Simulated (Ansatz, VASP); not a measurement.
One calculation of C, two programs

Contents of INCAR:

```
  PREC = Accurate
  ENCUT = 520
  EDIFF = 1E-6
  ISMEAR = 0
  SIGMA = 0.05
  LREAL = False
  LASPH = True
  NELM = 100
  ALGO = Normal
  ISIF = 2
  LWAVE = False
  LCHARG = False
  GGA = PE
  IVDW = 12
  NBANDS = 11
```

Contents of KPOINTS:

```
regular mesh
0
Gamma
  15 15 15
```

File POSCAR:

```
C
1.0
    1.2324984681      0.7115833223      3.3613878357
   -1.2324984681      0.7115833223      3.3613878357
    0.0000000000     -1.4231666447      3.3613878357
C
2
Direct
    0.1735782609      0.1735782609      0.1314187568
    0.8264217391      0.8264217391      0.8685812432
```

Input for Ansatz:

```yaml
crystal:
  lattice:
    - [1.2324984681, 0.7115833223, 3.3613878357]
    - [-1.2324984681, 0.7115833223, 3.3613878357]
    - [0.0, -1.4231666447, 3.3613878357]
  atoms:
    - { symbol: C, position: [0.1735782609, 0.1735782609, 0.1314187568] }
    - { symbol: C, position: [0.8264217391, 0.8264217391, 0.8685812432] }
basis:
  ecutwfc: 520.0
kpoints:
  mp_grid: { grid: [15, 15, 15] }
hamiltonian:
  xc: pbe
  dispersion: d3bj
scf:
  occupations: { method: gaussian, width: 0.05 }
output:
  forces: true
  stress: true
  eigenvalues: true
```

Change from the starting cell: mode 4 frozen in at -0.071 Å and mode 6 at +0.060 Å (largest displacements).

Alike in both runs: task single point; functional PBE; dispersion D3(BJ); k mesh 15 × 15 × 15; occupations gaussian, width 0.05 eV; no spin polarisation.

```csv
,VASP,Ansatz
version,VASP 6.6.1,Ansatz 0.2.0
potentials or method,"VASP PAW PBE potentials, release 64 (C), cutoff 520 eV","scalar-relativistic, plane waves, PAW"
valence electrons in the cell,8,8
```

|  | VASP | Ansatz | Ansatz less VASP |
| --- | --- | --- | --- |
| gap on the k mesh at the Fermi level (eV) | 0.22 | 0.22 | -0.001 |
| least direct gap on the mesh (eV) | 0.22 | 0.22 | -0.001 |
| pressure (GPa) | 4.6 | 4.2 | -0.35 |
| traceless stress, the component that is largest in VASP (GPa) | 14.09 | 13.64 | -0.452 |
| rms of the force components (eV/Å) | 3.289 | 3.285 | -0.0037 |

Atom by atom the forces differ by 0.007 eV/Å (rms over components).
